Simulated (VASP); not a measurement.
# MgO (P1) in VASP: single point with PBE

Aim: the single point of MgO with PBE.

Program: VASP 6.6.1. These are calculated values, not measurements. Logs are shortened: lines on timing, memory, paths and dates and some standing lists are left out, and cuts for length are marked.

## (1) The cell of the first run

The typed cell holds 4 atoms: a = 3.486 Å, b = 3.486 Å, c = 4.178 Å, α = 90.00°, β = 90.00°, γ = 120.00°.

## (2) Single point, PBE (atoms moved at random)

INCAR

```
SYSTEM = MgO
  ALGO = Normal
  EDIFF = 1E-7
  ENCUT = 520
  GGA = PE
  ISIF = 2
  ISMEAR = -1
  LASPH = .TRUE.
  LCHARG = .FALSE.
  LREAL = .FALSE.
  LWAVE = .FALSE.
  NBANDS = 16
  NELM = 80
  PREC = Accurate
  SIGMA = 0.05
```

KPOINTS

```
k-points
0
G
  9 9 7
  0 0 0
```

POSCAR

```
MgO
1.0
    3.4863778627      0.0000000000      0.0000000000
   -1.7431889314      3.0192917963      0.0000000000
    0.0000000000      0.0000000000      4.1780412200
Mg O
2 2
Direct
    0.3189910000      0.6636540000      0.2681400000
    0.6725930000      0.3261190000      0.7382760000
    0.3403090000      0.6712600000      0.7406080000
    0.6725670000      0.3273320000      0.2535890000
```

Potentials or basis: VASP PAW PBE potentials, release 64 (Mg, O).

The run is started by

```bash
cat potpaw_PBE.64/Mg/POTCAR potpaw_PBE.64/O/POTCAR > POTCAR
mpirun -np 1 vasp_std > vasp.out
```

OUTCAR:

```text
SYSTEM = MgO
   EDIFF = 1E-7
   ENCUT = 520
   GGA = PE
   ISIF = 2
   ISMEAR = -1
   LASPH = .TRUE.
   LREAL = .FALSE.
   NELM = 80
   PREC = Accurate

 ion  position               nearest neighbor table
   1  0.319  0.664  0.268-   4 1.95   3 1.98   4 2.01   4 2.08   3 2.21   2 2.77   2 2.80   2 2.87
                             2 2.95   2 2.98   2 3.04
   2  0.673  0.326  0.738-   3 1.98   3 2.02   4 2.03   3 2.05   4 2.15   1 2.77   1 2.80   1 2.87
                             1 2.95   1 2.98   1 3.04
   3  0.340  0.671  0.741-   1 1.98   2 1.98   2 2.02   2 2.05   1 2.21
   4  0.673  0.327  0.254-   1 1.95   1 2.01   2 2.03   1 2.08   2 2.15

  LATTYP: Found a hexagonal cell.
 ALAT       =     3.4863778627
 C/A-ratio  =     1.1983902447

  Lattice vectors:

 A1 = (   3.4863778627,   0.0000000000,   0.0000000000)
 A2 = (  -1.7431889314,   3.0192917963,   0.0000000000)
 A3 = (   0.0000000000,   0.0000000000,   4.1780412200)

Analysis of symmetry for initial positions (statically):
=====================================================================
 Subroutine PRICEL returns:
 Original cell was already a primitive cell.

 Routine SETGRP: Setting up the symmetry group for a
 hexagonal supercell.

 Subroutine GETGRP returns: Found  1 space group operations
 (whereof  1 operations were pure point group operations)
 out of a pool of 24 trial point group operations.

The static configuration has the point symmetry C_1 .

Analysis of symmetry for dynamics (positions and initial velocities):
=====================================================================
 Subroutine PRICEL returns:
 Original cell was already a primitive cell.

 Routine SETGRP: Setting up the symmetry group for a
 hexagonal supercell.

 Subroutine GETGRP returns: Found  1 space group operations
 (whereof  1 operations were pure point group operations)
 out of a pool of 24 trial point group operations.

The dynamic configuration has the point symmetry C_1 .

 Subroutine INISYM returns: Found  1 space group operations
 (whereof  1 operations are pure point group operations),
 and found     1 'primitive' translations

----------------------------------------------------------------------------------------

                                     Primitive cell

  volume of cell :      43.9797

  direct lattice vectors                    reciprocal lattice vectors
     3.486377863  0.000000000  0.000000000     0.286830642  0.165601748  0.000000000
    -1.743188931  3.019291796  0.000000000     0.000000000  0.331203497  0.000000000
     0.000000000  0.000000000  4.178041220     0.000000000  0.000000000  0.239346609

  length of vectors
     3.486377863  3.486377863  4.178041220     0.331203497  0.331203497  0.239346609

  position of ions in fractional coordinates (direct lattice)
     0.318991000  0.663654000  0.268140000
     0.672593000  0.326119000  0.738276000
     0.340309000  0.671260000  0.740608000
     0.672567000  0.327332000  0.253589000

  ion indices of the primitive-cell ions
   primitive index   ion index
                 1           1
                 2           2
                 3           3
                 4           4

----------------------------------------------------------------------------------------

 KPOINTS: k-points

Automatic generation of k-mesh.
 Grid dimensions read from file:
 generate k-points for:    9    9    7

 Generating k-lattice:

  Cartesian coordinates                     Fractional coordinates (reciprocal lattice)
     0.031870071  0.018400194  0.000000000     0.111111111 -0.000000000  0.000000000
     0.000000000  0.036800389  0.000000000     0.000000000  0.111111111  0.000000000
     0.000000000  0.000000000  0.034192373     0.000000000  0.000000000  0.142857143

  Length of vectors
     0.036800389  0.036800389  0.034192373

  Shift w.r.t. Gamma in fractional coordinates (k-lattice)
     0.000000000  0.000000000  0.000000000

 Subroutine IBZKPT returns following result:
 ===========================================

 Found    284 irreducible k-points:

 Following reciprocal coordinates:
            Coordinates               Weight
  0.000000  0.000000  0.000000      1.000000
  0.111111 -0.000000  0.000000      2.000000
  0.000000  0.111111  0.000000      2.000000
 -0.111111  0.111111  0.000000      2.000000
  0.222222  0.000000  0.000000      2.000000
  0.000000  0.222222  0.000000      2.000000
[... 16 lines left out ...]
  0.333333  0.111111  0.000000      2.000000
 -0.111111  0.444444  0.000000      2.000000
 [... further k-points ...]
   k-points           NKPTS =    284   k-points in BZ     NKDIM =    284   number of bands    NBANDS=     16
   number of dos      NEDOS =    301   number of ions     NIONS =      4
   total plane-waves  NPLWV =  25088
   dimension x,y,z NGX =    28 NGY =   28 NGZ =   32
   dimension x,y,z NGXF=    56 NGYF=   56 NGZF=   64
   ions per type =               2   2
   NGX,Y,Z   is equivalent  to a cutoff of  13.35, 13.35, 12.73 a.u.
   NGXF,Y,Z  is equivalent  to a cutoff of  26.70, 26.70, 25.47 a.u.
 SYSTEM =  MgO
   PREC   = accura    normal or accurate (medium, high low for compatibility)
   ISTART =      0    job   : 0-new  1-cont  2-samecut
   ICHARG =      2    charge: 1-file 2-atom 10-const
   ISPIN  =      1    spin polarized calculation?
   LNONCOLLINEAR =      F non collinear calculations
   LSORBIT =      F    spin-orbit coupling
   LASPH  =      T    aspherical Exc in radial PAW
   ENCUT  =  520.0 eV  38.22 Ry    6.18 a.u.   6.48  6.48  7.77*2*pi/ulx,y,z
   NELM   =     80;   NELMIN=  2; NELMDL= -5     # of ELM steps
   EDIFF  = 0.1E-06   stopping-criterion for ELM
   LREAL  =      F    real-space projection
   EDIFFG = 0.1E-05   stopping-criterion for IOM
   NSW    =      0    number of steps for IOM
   IBRION =     -1    ionic relax: 0-MD 1-quasi-New 2-CG
   NFREE  =      0    steps in history (QN), initial steepest desc. (CG)
   ISIF   =      2    stress and relaxation
   ISYM   =      2    0-nonsym 1-usesym 2-fastsym
   POTIM  = 0.5000    time-step for ionic-motion
   TEBEG  =    0.0;   TEEND  =   0.0 temperature during run
   PSTRESS=    0.0 pullay stress
   NELECT =      16.0000    total number of electrons
   NUPDOWN=      -1.0000    fix difference up-down
   EMIN   =  10.00;   EMAX   =-10.00  energy-range for DOS
   EFERMI =   0.00;   METHOD = LEGACY
   ISMEAR =    -1;   SIGMA  =   0.05  broadening in eV -4-tet -1-fermi 0-gaus
   EFERMI_NEDOS =   21; number of points for ismear=-14 and -15
   IALGO  =     38    algorithm
   IMIX   =      4    mixing-type and parameters
     AMIX     =   0.40;   BMIX     =  1.00
     AMIX_MAG =   1.60;   BMIX_MAG =  1.00
  volume/ion in A,a.u.               =      10.99        74.20
  Fermi-wavevector in a.u.,A,eV,Ry     =   1.168685  2.208494 18.583167  1.365824
  Thomas-Fermi vector in A             =   2.305168
   LORBIT       =      0    0 simple, 1 ext, 2 COOP (PROOUT), +10 PAW based schemes
   GGA     = PE    functional components
   LHFCALC =     F    Hartree Fock is set to
   AEXX    =    0.0000 exact exchange contribution
   IVDW    =     0    specifies the selected vdW correction
   LEPSILON=     F    determine dielectric tensor
   LRPA    =     F    only Hartree local field effects (RPA)
 non-spin polarized calculation
  energy-cutoff  :      520.00
  volume of cell :       43.98
 maximum number of plane-waves:      1210
 NGX is ok and might be reduce to    28
   NGX = 13   NGY = 13   NGZ = 15

 number of electron      15.9999998 magnetization

 Free energy of the ion-electron system (eV)
  ---------------------------------------------------
  ext. energy  EPLUGINS =         0.00000000
  ---------------------------------------------------
  free energy    TOTEN  =       -23.53785705 eV

  energy without entropy =      -23.53785705  energy(sigma->0) =      -23.53785705

 E-fermi :   2.9836     XC(G=0): -10.0672

 val. band max:        1.9889344587   @ k =   0.0000   0.0000   0.0000
 cond. band min:       5.4364525089   @ k =   0.0000   0.0000   0.0000
 fundamental gap:      3.4475180502
 Fermi energy:         2.9835851131

 k-point     1 :       0.0000    0.0000    0.0000
  band No.  band energies     occupation
      1     -14.9503      2.00000
      2     -13.5476      2.00000
      3      -1.6231      2.00000
      4       0.1903      2.00000
      5       0.3200      2.00000
      6       1.1606      2.00000
[... 8 lines left out ...]
     15      17.5541      0.00000
     16      17.8186      0.00000

 k-point     2 :       0.1111   -0.0000    0.0000
  band No.  band energies     occupation
      1     -14.8894      2.00000
      2     -13.5581      2.00000
      3      -1.5273      2.00000
      4       0.0231      2.00000
      5       0.2008      2.00000
      6       0.8609      2.00000
[... 8 lines left out ...]
     15      17.1309      0.00000
     16      17.2154      0.00000

 k-point     3 :       0.0000    0.1111    0.0000
  band No.  band energies     occupation
      1     -14.8888      2.00000
      2     -13.5590      2.00000
      3      -1.5262      2.00000
      4       0.0207      2.00000
      5       0.2059      2.00000
      6       0.8931      2.00000
[... 8 lines left out ...]
     15      17.2181      0.00000
     16      17.2939      0.00000

 k-point     4 :      -0.1111    0.1111    0.0000
  band No.  band energies     occupation
      1     -14.8908      2.00000
      2     -13.5578      2.00000
      3      -1.5284      2.00000
      4       0.0850      2.00000
      5       0.1173      2.00000
      6       0.9183      2.00000
[... 8 lines left out ...]
     15      17.0455      0.00000
     16      17.3147      0.00000
[... 324 lines left out ...]
 k-point    22 :       0.3333   -0.1111    0.0000
  band No.  band energies     occupation
      1     -14.5775      2.00000
      2     -13.6404      2.00000
      3      -1.0064      2.00000
      4      -0.8976      2.00000
      5      -0.2887      2.00000
      6       0.3673      2.00000
[... 8 lines left out ...]
     15      16.4068      0.00000
     16      16.6207      0.00000

 k-point    23 :       0.3333    0.1111    0.0000
  band No.  band energies     occupation
      1     -14.3406      2.00000
      2     -13.7498      2.00000
      3      -1.3888      2.00000
      4      -0.5607      2.00000
      5      -0.3768      2.00000
      6       0.1528      2.00000
[... 8 lines left out ...]
     15      16.5083      0.00000
     16      16.7177      0.00000

 k-point    24 :      -0.1111    0.4444    0.0000
  band No.  band energies     occupation
      1     -14.3373      2.00000
      2     -13.7574      2.00000
      3      -1.3677      2.00000
      4      -0.5504      2.00000
      5      -0.3507      2.00000
      6       0.1089      2.00000
[... 8 lines left out ...]
     15      16.5080      0.00000
     16      16.7668      0.00000

 [... further k-points ...]

------------------------ aborting loop because EDIFF is reached ----------------------------------------

  FORCE on cell =-STRESS in cart. coord.  units (eV):
  Direction    XX          YY          ZZ          XY          YZ          ZX
  --------------------------------------------------------------------------------------
  -------------------------------------------------------------------------------------
  Total        0.8421954      1.5823605      2.0659183      0.7624546     -0.0038221     -0.0011426
  in kB       30.6811172     57.6452816     75.2612544     27.7761666     -0.1392406     -0.0416240
  external PRESSURE =      54.5292177 kB  Pullay stress =       0.0000000 kB

 VOLUME and BASIS-vectors are now :
 -----------------------------------------------------------------------------
  energy-cutoff  :      520.00
  volume of cell :       43.98
      direct lattice vectors                 reciprocal lattice vectors
     3.486377863  0.000000000  0.000000000     0.286830642  0.165601748  0.000000000
    -1.743188931  3.019291796  0.000000000     0.000000000  0.331203497  0.000000000
     0.000000000  0.000000000  4.178041220     0.000000000  0.000000000  0.239346609

 POSITION                                       TOTAL-FORCE (eV/Angst)
 -----------------------------------------------------------------------------------
     -0.04475      2.00377      1.12030         0.748111      0.044717     -1.207488
      1.77643      0.98465      3.08455        -0.225574      0.292359      0.885101
      0.01631      2.02673      3.09429         0.042068     -0.374209      0.761212
      1.77422      0.98831      1.05951        -0.564605      0.037132     -0.438825
 -----------------------------------------------------------------------------------
    total drift:                                0.000051      0.000072      0.000014

  FREE ENERGIE OF THE ION-ELECTRON SYSTEM (eV)
  ---------------------------------------------------
  free  energy   TOTEN  =       -23.5378570466 eV

  energy  without entropy=      -23.5378570466  energy(sigma->0) =      -23.53785705
```

Wall time 4.3 min (1 thread of Intel Xeon 8259CL, shared host); peak memory 0.31 GiB.

Results:

- Free energy: -23.5379 eV
- Pressure: 5.5 GPa
- Largest force: 1.421 eV/Å
- Band gap on the k mesh: 3.45 eV

Forces on the atoms (eV/Å):
```
Mg   0.748  0.045 -1.207
Mg  -0.226  0.292  0.885
O    0.042 -0.374  0.761
O   -0.565  0.037 -0.439
```

Levels at points of the mesh, in eV from the valence-band top:
```tsv
k point	band 6	band 7	band 8	band 9	band 10	band 11
(0.00, 0.00, 0.00)	-0.83	-0.77	0.00	3.45	9.49	12.19
```

Caveat: the cell differs from its parent crystal (atoms moved at random); the cell stands under pressure; an odd mesh through Γ misses points on the zone boundary, where band edges can lie; forces of over 1 eV/Å act on the atoms, so gaps and moduli don't describe the material at rest.
